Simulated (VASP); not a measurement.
# SrCl2 (P6/mmm) in VASP: further runs

SrCl2 is run at these levels: PBE; tasks: single point.

All numbers are computed with VASP 6.6.1; they aren't measurements. Logs are shortened: lines on timing, memory, paths and dates and some standing lists are left out, and cuts for length are marked.

## 1. The cell of the first run

It takes space group P6/mmm (No. 191, hexagonal). The conventional cell has a = 4.374 Å, b = 4.374 Å, c = 2.927 Å, α = 90.00°, β = 90.00°, γ = 120.00°. Within 3.8 Å of Sr (site symmetry 6/mmm) lie 12 Cl at 2.92 Å and 2 Sr at 2.93 Å. Within 3.3 Å of Cl (site symmetry -6m2) lie 5 Cl at 2.53 to 2.93 Å and 6 Sr at 2.92 Å.

## 2. Single point, PBE

The input, INCAR:

```
SYSTEM = SrCl2
  PREC = Accurate
  ENCUT = 520
  EDIFF = 1E-7
  ISMEAR = 0
  SIGMA = 0.01
  LREAL = .False.
  LASPH = .True.
  NELM = 80
  ALGO = Normal
  ISIF = 2
  LWAVE = .False.
  LCHARG = .False.
  GGA = PE
  NBANDS = 19
```

The input, KPOINTS:

```
regular mesh
0
Gamma
  6 6 5
  0 0 0
```

The input, POSCAR:

```
SrCl2
1.0
    4.3737441736      0.0000000000      0.0000000000
   -2.1868720868      3.7877735640      0.0000000000
    0.0000000000      0.0000000000      2.9274579957
Sr Cl
1 2
Direct
    0.0000000000      0.0000000000      0.0000000000
    0.3333333333      0.6666666667      0.5000000000
    0.6666666667      0.3333333333      0.5000000000
```

Potentials or basis: VASP PAW PBE potentials, release 64 (Sr_sv, Cl).

On the command line:

```sh
$ cat potpaw_PBE.64/Sr_sv/POTCAR potpaw_PBE.64/Cl/POTCAR > POTCAR
$ mpirun -np 1 vasp_std > vasp.out
```

OUTCAR:

```text
SYSTEM = SrCl2
   PREC = Accurate
   ENCUT = 520
   EDIFF = 1E-7
   ISMEAR = 0
   LREAL = .False.
   LASPH = .True.
   NELM = 80
   ISIF = 2
   GGA = PE

 ion  position               nearest neighbor table
   1  0.000  0.000  0.000-   2 2.92   3 2.92   2 2.92   3 2.92   3 2.92   3 2.92   2 2.92   2 2.92
                             3 2.92   3 2.92   2 2.92   2 2.92
   2  0.333  0.667  0.500-   3 2.53   3 2.53   3 2.53   1 2.92   1 2.92   1 2.92   1 2.92   1 2.92
                             1 2.92
   3  0.667  0.333  0.500-   2 2.53   2 2.53   2 2.53   1 2.92   1 2.92   1 2.92   1 2.92   1 2.92
                             1 2.92

  LATTYP: Found a hexagonal cell.
 ALAT       =     4.3737441736
 C/A-ratio  =     0.6693253834

  Lattice vectors:

 A1 = (   4.3737441736,   0.0000000000,   0.0000000000)
 A2 = (  -2.1868720868,   3.7877735640,   0.0000000000)
 A3 = (   0.0000000000,   0.0000000000,   2.9274579957)

Analysis of symmetry for initial positions (statically):
=====================================================================
 Subroutine PRICEL returns:
 Original cell was already a primitive cell.

 Routine SETGRP: Setting up the symmetry group for a
 hexagonal supercell.

 Subroutine GETGRP returns: Found 24 space group operations
 (whereof 24 operations were pure point group operations)
 out of a pool of 24 trial point group operations.

The static configuration has the point symmetry D_6h.

Analysis of symmetry for dynamics (positions and initial velocities):
=====================================================================
 Subroutine PRICEL returns:
 Original cell was already a primitive cell.

 Routine SETGRP: Setting up the symmetry group for a
 hexagonal supercell.

 Subroutine GETGRP returns: Found 24 space group operations
 (whereof 24 operations were pure point group operations)
 out of a pool of 24 trial point group operations.

The dynamic configuration has the point symmetry D_6h.

 Subroutine INISYM returns: Found 24 space group operations
 (whereof 24 operations are pure point group operations),
 and found     1 'primitive' translations

----------------------------------------------------------------------------------------

                                     Primitive cell

  volume of cell :      48.4985

  direct lattice vectors                    reciprocal lattice vectors
     4.373744174  0.000000000  0.000000000     0.228637058  0.132003667  0.000000000
    -2.186872087  3.787773564  0.000000000     0.000000000  0.264007334  0.000000000
     0.000000000  0.000000000  2.927457996     0.000000000  0.000000000  0.341593287

  length of vectors
     4.373744174  4.373744174  2.927457996     0.264007334  0.264007334  0.341593287

  position of ions in fractional coordinates (direct lattice)
     0.000000000  0.000000000  0.000000000
     0.333333333  0.666666667  0.500000000
     0.666666667  0.333333333  0.500000000

  ion indices of the primitive-cell ions
   primitive index   ion index
                 1           1
                 2           2
                 3           3

----------------------------------------------------------------------------------------

 KPOINTS: regular mesh

Automatic generation of k-mesh.
 Grid dimensions read from file:
 generate k-points for:    6    6    5

 Generating k-lattice:

  Cartesian coordinates                     Fractional coordinates (reciprocal lattice)
     0.038106176  0.022000611  0.000000000     0.166666667  0.000000000  0.000000000
     0.000000000  0.044001222  0.000000000     0.000000000  0.166666667  0.000000000
     0.000000000  0.000000000  0.068318657     0.000000000  0.000000000  0.200000000

  Length of vectors
     0.044001222  0.044001222  0.068318657

  Shift w.r.t. Gamma in fractional coordinates (k-lattice)
     0.000000000  0.000000000  0.000000000

 Subroutine IBZKPT returns following result:
 ===========================================

 Found     21 irreducible k-points:

 Following reciprocal coordinates:
            Coordinates               Weight
  0.000000  0.000000  0.000000      1.000000
  0.166667  0.000000  0.000000      6.000000
  0.333333  0.000000  0.000000      6.000000
  0.500000  0.000000  0.000000      3.000000
  0.166667  0.166667  0.000000      6.000000
  0.333333  0.166667  0.000000     12.000000
[... 13 lines left out ...]
  0.333333  0.166667  0.400000     24.000000
  0.333333  0.333333  0.400000      4.000000
   k-points           NKPTS =     21   k-points in BZ     NKDIM =     21   number of bands    NBANDS=     19
   number of dos      NEDOS =    301   number of ions     NIONS =      3
   total plane-waves  NPLWV =  31104
   dimension x,y,z NGX =    36 NGY =   36 NGZ =   24
   dimension x,y,z NGXF=    72 NGYF=   72 NGZF=   48
   ions per type =               1   2
   NGX,Y,Z   is equivalent  to a cutoff of  13.68, 13.68, 13.63 a.u.
   NGXF,Y,Z  is equivalent  to a cutoff of  27.37, 27.37, 27.26 a.u.
 SYSTEM =  SrCl2
   PREC   = accura    normal or accurate (medium, high low for compatibility)
   ISTART =      0    job   : 0-new  1-cont  2-samecut
   ICHARG =      2    charge: 1-file 2-atom 10-const
   ISPIN  =      1    spin polarized calculation?
   LNONCOLLINEAR =      F non collinear calculations
   LSORBIT =      F    spin-orbit coupling
   LASPH  =      T    aspherical Exc in radial PAW
   ENCUT  =  520.0 eV  38.22 Ry    6.18 a.u.   8.13  8.13  5.44*2*pi/ulx,y,z
   NELM   =     80;   NELMIN=  2; NELMDL= -5     # of ELM steps
   EDIFF  = 0.1E-06   stopping-criterion for ELM
   LREAL  =      F    real-space projection
   EDIFFG = 0.1E-05   stopping-criterion for IOM
   NSW    =      0    number of steps for IOM
   IBRION =     -1    ionic relax: 0-MD 1-quasi-New 2-CG
   NFREE  =      0    steps in history (QN), initial steepest desc. (CG)
   ISIF   =      2    stress and relaxation
   ISYM   =      2    0-nonsym 1-usesym 2-fastsym
   POTIM  = 0.5000    time-step for ionic-motion
   TEBEG  =    0.0;   TEEND  =   0.0 temperature during run
   PSTRESS=    0.0 pullay stress
   NELECT =      24.0000    total number of electrons
   NUPDOWN=      -1.0000    fix difference up-down
   EMIN   =  10.00;   EMAX   =-10.00  energy-range for DOS
   EFERMI =   0.00;   METHOD = LEGACY
   ISMEAR =     0;   SIGMA  =   0.01  broadening in eV -4-tet -1-fermi 0-gaus
   EFERMI_NEDOS =   21; number of points for ismear=-14 and -15
   IALGO  =     38    algorithm
   IMIX   =      4    mixing-type and parameters
     AMIX     =   0.40;   BMIX     =  1.00
     AMIX_MAG =   1.60;   BMIX_MAG =  1.00
  volume/ion in A,a.u.               =      16.17       109.09
  Fermi-wavevector in a.u.,A,eV,Ry     =   1.294899  2.447004 22.813751  1.676763
  Thomas-Fermi vector in A             =   2.426453
   LORBIT       =      0    0 simple, 1 ext, 2 COOP (PROOUT), +10 PAW based schemes
   GGA     = PE    functional components
   LHFCALC =     F    Hartree Fock is set to
   AEXX    =    0.0000 exact exchange contribution
   IVDW    =     0    specifies the selected vdW correction
   LEPSILON=     F    determine dielectric tensor
   LRPA    =     F    only Hartree local field effects (RPA)
 non-spin polarized calculation
 Gauss-broadening in eV      SIGMA  =   0.01
  energy-cutoff  :      520.00
  volume of cell :       48.50
 maximum number of plane-waves:      1320
 NGX is ok and might be reduce to    36
   NGX = 17   NGY = 17   NGZ = 11

 number of electron      24.0000002 magnetization

 Free energy of the ion-electron system (eV)
  ---------------------------------------------------
  ext. energy  EPLUGINS =         0.00000000
  ---------------------------------------------------
  free energy    TOTEN  =        -7.80774486 eV

  energy without entropy =       -7.80774486  energy(sigma->0) =       -7.80774486

 E-fermi :   7.9300     XC(G=0): -11.2428

 val. band max:        7.8383156558   @ k =   0.3333   0.3333   0.4000
 cond. band min:       8.1156396625   @ k =   0.0000   0.0000   0.0000
 fundamental gap:      0.2773240067
 Fermi energy:         7.9299984595

 k-point     1 :       0.0000    0.0000    0.0000
  band No.  band energies     occupation
      1     -27.9339      2.00000
      2     -10.5633      2.00000
      3      -9.9448      2.00000
      4      -9.9448      2.00000
      5      -8.9594      2.00000
      6      -6.8664      2.00000
[... 11 lines left out ...]
     18      14.9027      0.00000
     19      17.9084      0.00000

 k-point     2 :       0.1667    0.0000    0.0000
  band No.  band energies     occupation
      1     -27.9295      2.00000
      2     -10.9698      2.00000
      3      -9.9707      2.00000
      4      -9.3575      2.00000
      5      -8.9538      2.00000
      6      -7.2221      2.00000
[... 11 lines left out ...]
     18      15.0253      0.00000
     19      17.1790      0.00000

 k-point     3 :       0.3333    0.0000    0.0000
  band No.  band energies     occupation
      1     -27.9207      2.00000
      2     -11.3195      2.00000
      3     -10.0215      2.00000
      4      -8.9425      2.00000
      5      -8.6940      2.00000
      6      -7.7362      2.00000
[... 11 lines left out ...]
     18      15.6290      0.00000
     19      16.4520      0.00000

 k-point     4 :       0.5000    0.0000    0.0000
  band No.  band energies     occupation
      1     -27.9164      2.00000
      2     -11.4291      2.00000
      3     -10.0464      2.00000
      4      -8.9369      2.00000
      5      -8.5757      2.00000
      6      -7.7845      2.00000
[... 341 lines left out ...]
     18      16.5788      0.00000
     19      16.6200      0.00000

 k-point    20 :       0.3333    0.1667    0.4000
  band No.  band energies     occupation
      1     -27.5744      2.00000
      2     -11.3412      2.00000
      3      -9.9560      2.00000
      4      -9.6473      2.00000
      5      -8.4775      2.00000
      6      -7.5825      2.00000
[... 11 lines left out ...]
     18      15.3272      0.00000
     19      15.6797      0.00000

 k-point    21 :       0.3333    0.3333    0.4000
  band No.  band energies     occupation
      1     -27.5731      2.00000
      2     -11.2643      2.00000
      3      -9.8274      2.00000
      4      -9.8274      2.00000
      5      -8.1273      2.00000
      6      -8.1273      2.00000
[... 11 lines left out ...]
     18      14.5126      0.00000
     19      17.3191      0.00000

------------------------ aborting loop because EDIFF is reached ----------------------------------------

  FORCE on cell =-STRESS in cart. coord.  units (eV):
  Direction    XX          YY          ZZ          XY          YZ          ZX
  --------------------------------------------------------------------------------------
  -------------------------------------------------------------------------------------
  Total       13.7700362     13.7700362     13.8127532      0.0000000      0.0000000      0.0000000
  in kB      454.9017478    454.9017478    456.3129316      0.0000000      0.0000000      0.0000000
  external PRESSURE =     455.3721424 kB  Pullay stress =       0.0000000 kB

 VOLUME and BASIS-vectors are now :
 -----------------------------------------------------------------------------
  energy-cutoff  :      520.00
  volume of cell :       48.50
      direct lattice vectors                 reciprocal lattice vectors
     4.373744174  0.000000000  0.000000000     0.228637058  0.132003667  0.000000000
    -2.186872087  3.787773564  0.000000000     0.000000000  0.264007334  0.000000000
     0.000000000  0.000000000  2.927457996     0.000000000  0.000000000  0.341593287

 POSITION                                       TOTAL-FORCE (eV/Angst)
 -----------------------------------------------------------------------------------
      0.00000      0.00000      0.00000        -0.000000      0.000000     -0.000000
     -0.00000      2.52518      1.46373         0.000000     -0.000000      0.000000
      2.18687      1.26259      1.46373        -0.000000      0.000000     -0.000000
 -----------------------------------------------------------------------------------
    total drift:                                0.000000     -0.000000     -0.000000

  FREE ENERGIE OF THE ION-ELECTRON SYSTEM (eV)
  ---------------------------------------------------
  free  energy   TOTEN  =        -7.8077448650 eV

  energy  without entropy=       -7.8077448650  energy(sigma->0) =       -7.80774486
```

Wall time 21 s (1 thread of Intel Xeon Platinum 8488C (Sapphire Rapids), shared host); peak memory 0.17 GiB.

Results:

```yaml
Free_energy: -7.8077 eV
Pressure: 45.5 GPa
Band_gap_on_the_k_mesh: 0.28 eV, indirect (least direct gap 1.00 eV)
```

Stress tensor (GPa, compression positive):
```
45.49  0.00  0.00
 0.00 45.49  0.00
 0.00  0.00 45.63
```

Caveat: the k points lie up to 0.43 Å⁻¹ apart.

## 3. Single point, PBE

This run uses another cell than the first one, of 17.71 Å³/atom, 1.096 times its volume.

The input, INCAR:

```
PREC = Accurate
ENCUT = 520
EDIFF = 1E-6
ISMEAR = 0
SIGMA = 0.01
LREAL = F
LASPH = T
NELM = 60
ALGO = Normal
ISIF = 2
LWAVE = F
LCHARG = F
GGA = PE
NBANDS = 19
```

The input, KPOINTS:

```
regular mesh
0
Gamma
  6 6 5
```

The input, POSCAR:

```
SrCl2
1.0
    4.4895610491      0.0000000000      0.0000000000
   -2.2447805246      3.8880739204      0.0000000000
    0.0000000000      0.0000000000      3.0441848162
Sr Cl
1 2
Direct
    0.0000000000      0.0000000000      0.0000000000
    0.3333333333      0.6666666667      0.5000000000
    0.6666666667      0.3333333333      0.5000000000
```

Potentials or basis: VASP PAW PBE potentials, release 64 (Sr_sv, Cl).

On the command line:

```sh
$ cat potpaw_PBE.64/Sr_sv/POTCAR potpaw_PBE.64/Cl/POTCAR > POTCAR
$ mpirun -np 1 vasp_std > vasp.out
```

Wall time 16 s (1 thread of Intel Xeon Platinum 8488C (Sapphire Rapids), shared host); peak memory 0.15 GiB.

The run converged. Its results:

```yaml
Free_energy: -8.8948 eV
Pressure: 30.3 GPa
Band_gap_on_the_k_mesh: 0.61 eV, indirect (least direct gap 1.40 eV)
```

Stress tensor (GPa, compression positive):
```
30.31  0.00  0.00
 0.00 30.31  0.00
 0.00  0.00 30.41
```

Levels at points of the mesh, in eV from the valence-band top:
| k point | band 9 | band 10 | band 11 | band 12 | band 13 | band 14 | band 15 | band 16 |
| --- | --- | --- | --- | --- | --- | --- | --- | --- |
| (0.00, 0.00, 0.00) | -2.74 | -2.24 | -2.24 | -0.79 | 0.61 | 4.60 | 6.62 | 6.62 |
| (0.50, 0.00, 0.00) | -2.45 | -2.22 | -1.66 | -1.57 | 1.30 | 4.47 | 6.26 | 6.58 |

A k mesh can miss the band edges.
